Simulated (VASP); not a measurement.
A run of VASP 6.6.1 is set up as follows.

File INCAR:

```
SYSTEM = Bi
PREC = Accurate
ENCUT = 500
EDIFF = 1E-7
ISMEAR = 0
SIGMA = 0.1
LREAL = .FALSE.
LASPH = .TRUE.
NELM = 120
ALGO = Normal
ISIF = 3
LWAVE = .FALSE.
LCHARG = .FALSE.
GGA = PE
IBRION = 2
NSW = 100
EDIFFG = -0.01
GGA_COMPAT = .FALSE.
NELMIN = 4
```

Contents of KPOINTS:

```
Automatic mesh
0
G
  9 9 14
  0 0 0
```

POSCAR

```
Bi
1.0
    5.7510129765      0.0000000000      0.0000000000
   -2.8755064883      4.9805233352      0.0000000000
    0.0000000000      0.0000000000      3.3195841612
Bi
3
Direct
    0.3333333333      0.6666666667      0.5000000000
    0.0000000000      0.0000000000      0.0000000000
    0.6666666667      0.3333333333      0.5000000000
```

Potentials or basis: VASP PAW PBE potentials, release 64 (Bi_d).

Run with:

```bash
$ cat potpaw_PBE.64/Bi_d/POTCAR > POTCAR
$ mpirun -np 1 vasp_std > vasp.out
```

Q: What does it give for the relaxed cell?

A: a = 5.738 Å, b = 5.738 Å, c = 3.367 Å, α = 90.00°, β = 90.00°, γ = 120.00°.

Q: Predict the relaxed volume.

A: 32.01 Å³/atom.

Q: Predict the space group after relaxing (to 0.05 Å).

A: P6/mmm (No. 191).

The path:
| step | energy change (eV) | largest force (eV/Å) | pressure (GPa) | volume (Å³) |
| --- | --- | --- | --- | --- |
| 1 | 0.0000 | 0.0000 | 0.56 | 95.08 |
| 2 | -0.0049 | 0.0000 | -0.31 | 96.60 |
| 3 | -0.0050 | 0.0000 | -0.22 | 96.42 |
| 4 | -0.0059 | 0.0000 | -0.02 | 96.02 |
